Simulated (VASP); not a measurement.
# Ge (Fm-3m) in VASP: a series of runs, part 2 of 2

VASP 6.6.1.

## Step 4: Single point, revPBE

This run uses another cell than the first one, of 19.93 Å³/atom, 0.893 times its volume.

The input, INCAR:

```
  PREC = Accurate
  ENCUT = 520
  EDIFF = 1E-7
  ISMEAR = -1
  SIGMA = 0.1
  LREAL = F
  LASPH = T
  NELM = 60
  ALGO = Normal
  ISIF = 2
  LWAVE = F
  LCHARG = T
  GGA = RE
  LELF = T
  LVHAR = T
  NBANDS = 13
```

The input, KPOINTS:

```
Automatic mesh
0
Gamma
  21 21 21
```

The input, POSCAR:

```
Ge
1.0
    0.0000000000      2.1517699902      2.1517699902
    2.1517699902      0.0000000000      2.1517699902
    2.1517699902      2.1517699902      0.0000000000
Ge
1
Direct
    0.0000000000      0.0000000000      0.0000000000
```

Potentials or basis: VASP PAW PBE potentials, release 64 (Ge_d).

Launch:

```sh
> cat potpaw_PBE.64/Ge_d/POTCAR > POTCAR
> mpirun -np 1 vasp_std > vasp.out
```

OUTCAR:

```text
PREC = Accurate
   ENCUT = 520
   EDIFF = 1E-7
   ISMEAR = -1
   LREAL = F
   LASPH = T
   NELM = 60
   ISIF = 2
   GGA = RE

 ion  position               nearest neighbor table
   1  0.000  0.000  0.000-

  LATTYP: Found a face centered cubic cell.
 ALAT       =     4.3035399804

  Lattice vectors:

 A1 = (   0.0000000000,   2.1517699902,   2.1517699902)
 A2 = (   2.1517699902,   0.0000000000,   2.1517699902)
 A3 = (   2.1517699902,   2.1517699902,   0.0000000000)

Analysis of symmetry for initial positions (statically):
=====================================================================
 Subroutine PRICEL returns:
 Original cell was already a primitive cell.

 Routine SETGRP: Setting up the symmetry group for a
 face centered cubic supercell.

 Subroutine GETGRP returns: Found 48 space group operations
 (whereof 48 operations were pure point group operations)
 out of a pool of 48 trial point group operations.

The static configuration has the point symmetry O_h .

Analysis of symmetry for dynamics (positions and initial velocities):
=====================================================================
 Subroutine PRICEL returns:
 Original cell was already a primitive cell.

 Routine SETGRP: Setting up the symmetry group for a
 face centered cubic supercell.

 Subroutine GETGRP returns: Found 48 space group operations
 (whereof 48 operations were pure point group operations)
 out of a pool of 48 trial point group operations.

The dynamic configuration has the point symmetry O_h .

 Subroutine INISYM returns: Found 48 space group operations
 (whereof 48 operations are pure point group operations),
 and found     1 'primitive' translations

----------------------------------------------------------------------------------------

                                     Primitive cell

  volume of cell :      19.9259

  direct lattice vectors                    reciprocal lattice vectors
     0.000000000  2.151769990  2.151769990    -0.232366843  0.232366843  0.232366843
     2.151769990  0.000000000  2.151769990     0.232366843 -0.232366843  0.232366843
     2.151769990  2.151769990  0.000000000     0.232366843  0.232366843 -0.232366843

  length of vectors
     3.043062303  3.043062303  3.043062303     0.402471178  0.402471178  0.402471178

  position of ions in fractional coordinates (direct lattice)
     0.000000000  0.000000000  0.000000000

  ion indices of the primitive-cell ions
   primitive index   ion index
                 1           1

----------------------------------------------------------------------------------------

 KPOINTS: Automatic mesh

Automatic generation of k-mesh.
 Grid dimensions read from file:
 generate k-points for:   21   21   21

 Generating k-lattice:

  Cartesian coordinates                     Fractional coordinates (reciprocal lattice)
    -0.011065088  0.011065088  0.011065088     0.047619048  0.000000000  0.000000000
     0.011065088 -0.011065088  0.011065088     0.000000000  0.047619048  0.000000000
     0.011065088  0.011065088 -0.011065088     0.000000000  0.000000000  0.047619048

  Length of vectors
     0.019165294  0.019165294  0.019165294

  Shift w.r.t. Gamma in fractional coordinates (k-lattice)
     0.000000000  0.000000000  0.000000000

 Subroutine IBZKPT returns following result:
 ===========================================

 Found    286 irreducible k-points:

 Following reciprocal coordinates:
            Coordinates               Weight
  0.000000  0.000000  0.000000      1.000000
  0.047619  0.000000  0.000000      8.000000
  0.095238  0.000000  0.000000      8.000000
  0.142857  0.000000  0.000000      8.000000
  0.190476  0.000000  0.000000      8.000000
  0.238095  0.000000  0.000000      8.000000
[... 16 lines left out ...]
 -0.428571  0.047619  0.000000     24.000000
 -0.380952  0.047619  0.000000     24.000000
 [... further k-points ...]
   k-points           NKPTS =    286   k-points in BZ     NKDIM =    286   number of bands    NBANDS=     13
   number of dos      NEDOS =    301   number of ions     NIONS =      1
   total plane-waves  NPLWV =  13824
   dimension x,y,z NGX =    24 NGY =   24 NGZ =   24
   dimension x,y,z NGXF=    48 NGYF=   48 NGZF=   48
   ions per type =               1
   NGX,Y,Z   is equivalent  to a cutoff of  13.11, 13.11, 13.11 a.u.
   NGXF,Y,Z  is equivalent  to a cutoff of  26.22, 26.22, 26.22 a.u.
 SYSTEM =  unknown system
   PREC   = accura    normal or accurate (medium, high low for compatibility)
   ISTART =      0    job   : 0-new  1-cont  2-samecut
   ICHARG =      2    charge: 1-file 2-atom 10-const
   ISPIN  =      1    spin polarized calculation?
   LNONCOLLINEAR =      F non collinear calculations
   LSORBIT =      F    spin-orbit coupling
   LASPH  =      T    aspherical Exc in radial PAW
   ENCUT  =  520.0 eV  38.22 Ry    6.18 a.u.   5.66  5.66  5.66*2*pi/ulx,y,z
   NELM   =     60;   NELMIN=  2; NELMDL= -5     # of ELM steps
   EDIFF  = 0.1E-06   stopping-criterion for ELM
   LREAL  =      F    real-space projection
   EDIFFG = 0.1E-05   stopping-criterion for IOM
   NSW    =      0    number of steps for IOM
   IBRION =     -1    ionic relax: 0-MD 1-quasi-New 2-CG
   NFREE  =      0    steps in history (QN), initial steepest desc. (CG)
   ISIF   =      2    stress and relaxation
   ISYM   =      2    0-nonsym 1-usesym 2-fastsym
   POTIM  = 0.5000    time-step for ionic-motion
   TEBEG  =    0.0;   TEEND  =   0.0 temperature during run
   PSTRESS=    0.0 pullay stress
   NELECT =      14.0000    total number of electrons
   NUPDOWN=      -1.0000    fix difference up-down
   EMIN   =  10.00;   EMAX   =-10.00  energy-range for DOS
   EFERMI =   0.00;   METHOD = LEGACY
   ISMEAR =    -1;   SIGMA  =   0.10  broadening in eV -4-tet -1-fermi 0-gaus
   EFERMI_NEDOS =   21; number of points for ismear=-14 and -15
   IALGO  =     38    algorithm
   IMIX   =      4    mixing-type and parameters
     AMIX     =   0.40;   BMIX     =  1.00
     AMIX_MAG =   1.60;   BMIX_MAG =  1.00
  volume/ion in A,a.u.               =      19.93       134.47
  Fermi-wavevector in a.u.,A,eV,Ry     =   1.455386  2.750282 28.819177  2.118150
  Thomas-Fermi vector in A             =   2.572427
   LORBIT       =      0    0 simple, 1 ext, 2 COOP (PROOUT), +10 PAW based schemes
   GGA     = RE    functional components
   LHFCALC =     F    Hartree Fock is set to
   AEXX    =    0.0000 exact exchange contribution
   IVDW    =     0    specifies the selected vdW correction
   LEPSILON=     F    determine dielectric tensor
   LRPA    =     F    only Hartree local field effects (RPA)
 non-spin polarized calculation
  energy-cutoff  :      520.00
  volume of cell :       19.93
 maximum number of plane-waves:       552
   NGX = 11   NGY = 11   NGZ = 11

 number of electron      14.0000013 magnetization

 Free energy of the ion-electron system (eV)
  ---------------------------------------------------
  ext. energy  EPLUGINS =         0.00000000
  ---------------------------------------------------
  free energy    TOTEN  =        -3.89157716 eV

  energy without entropy =       -3.87523145  energy(sigma->0) =       -3.88340431

 E-fermi :   6.3952     XC(G=0): -10.9500

 val. band max:        6.3860990365   @ k =  -0.4286   0.3333   0.0952
 cond. band min:       6.3968746152   @ k =  -0.3810   0.3333   0.1429
 fundamental gap:      0.0107755787
 Fermi energy:         6.3951880578

 k-point     1 :       0.0000    0.0000    0.0000
  band No.  band energies     occupation
      1     -18.4530      2.00000
      2     -18.4530      2.00000
      3     -18.4530      2.00000
      4     -18.4121      2.00000
      5     -18.4121      2.00000
      6      -6.4130      2.00000
      7      14.8257      0.00000
      8      14.8258      0.00000
      9      14.8258      0.00000
     10      19.9925      0.00000
     11      19.9925      0.00000
     12      19.9925      0.00000
     13      21.1310      0.00000

 k-point     2 :       0.0476    0.0000    0.0000
  band No.  band energies     occupation
      1     -18.4529      2.00000
      2     -18.4519      2.00000
      3     -18.4519      2.00000
      4     -18.4121      2.00000
      5     -18.4121      2.00000
      6      -6.3588      2.00000
      7      14.2568      0.00000
      8      14.7420      0.00000
      9      14.7420      0.00000
     10      19.5085      0.00000
     11      20.1423      0.00000
[... 339 lines left out ...]
 k-point    24 :      -0.3810    0.0476    0.0000
  band No.  band energies     occupation
      1     -18.4525      2.00000
      2     -18.4475      2.00000
      3     -18.4464      2.00000
      4     -18.3808      2.00000
      5     -18.3765      2.00000
      6      -2.7101      2.00000
      7       2.9337      2.00000
      8      12.2440      0.00000
      9      13.1367      0.00000
     10      18.2627      0.00000
     11      18.5862      0.00000
     12      19.0175      0.00000
     13      21.5042      0.00000

 [... further k-points ...]
[... 5 lines left out ...]
  --------------------------------------------------------------------------------------
  -------------------------------------------------------------------------------------
  Total        0.0052341      0.0052341      0.0052341      0.0000000     -0.0000000      0.0000000
  in kB        0.4208548      0.4208548      0.4208548      0.0000000     -0.0000000      0.0000000
  external PRESSURE =       0.4208548 kB  Pullay stress =       0.0000000 kB

 VOLUME and BASIS-vectors are now :
 -----------------------------------------------------------------------------
  energy-cutoff  :      520.00
  volume of cell :       19.93
      direct lattice vectors                 reciprocal lattice vectors
     0.000000000  2.151769990  2.151769990    -0.232366843  0.232366843  0.232366843
     2.151769990  0.000000000  2.151769990     0.232366843 -0.232366843  0.232366843
     2.151769990  2.151769990  0.000000000     0.232366843  0.232366843 -0.232366843

 POSITION                                       TOTAL-FORCE (eV/Angst)
 -----------------------------------------------------------------------------------
      0.00000      0.00000      0.00000        -0.000000     -0.000000     -0.000000
 -----------------------------------------------------------------------------------
    total drift:                               -0.000000     -0.000000     -0.000000

  FREE ENERGIE OF THE ION-ELECTRON SYSTEM (eV)
  ---------------------------------------------------
  free  energy   TOTEN  =        -3.8915771649 eV

  energy  without entropy=       -3.8752314518  energy(sigma->0) =       -3.88340431
```

stdout:

```text
POSCAR found type information on POSCAR Ge
 POSCAR found :  1 types and       1 ions
 scaLAPACK will be used
 -----------------------------------------------------------------------------
|                                                                             |
|                                                                             |
|     You enforced a specific xc type in the INCAR file but a different       |
|     I HOPE YOU KNOW WHAT YOU ARE DOING!                                     |
|                                                                             |
 -----------------------------------------------------------------------------

 LDA part: xc-table for (Slater+PW92), standard interpolation
 POSCAR, INCAR and KPOINTS ok, starting setup
 FFT: planning ... GRIDC
 FFT: planning ... GRID_SOFT
 FFT: planning ... GRID
 WAVECAR not read
 entering main loop
```

Wall time 68 s (1 thread of Intel Xeon 8259CL, shared host); peak memory 0.19 GiB.

Results:

```
Free energy            : -3.8916 eV
Pressure               : 0.0 GPa
Band gap on the k mesh : zero (band 7 reaches 14.83 eV, above the bottom of band 8 at 4.14 eV)
```

Caveat: the PAW data sets were made with another functional, which shifts forces and pressure a little.

## Step 5: Summary

| task | cell | k mesh | cutoff (eV) | gap on the mesh (eV) | pressure (GPa) |
| --- | --- | --- | --- | --- | --- |
| single point | a = 3.160 Å, angles 60.0°, 1 atom | 14 × 14 × 14 | 520 | none | -5.1 |
| relaxation of cell and atoms | relaxed from a = 3.008 Å, angles 60.0°, 1 atom | 13 × 13 × 13 | 600 | none | 0.0 |
| single point | a = 3.043 Å, angles 60.0°, 1 atom | 21 × 21 × 21 | 520 | none | 0.0 |

Alike in all rows: level revPBE; potentials or basis VASP PAW PBE potentials, release 64 (Ge_d); no spin polarisation; smearing fermi-dirac 0.1 eV.

Caveats: the PAW data sets were made with another functional, which shifts forces and pressure a little.

Total energies depend on the potentials used, so only differences within one code and one set of settings carry meaning.
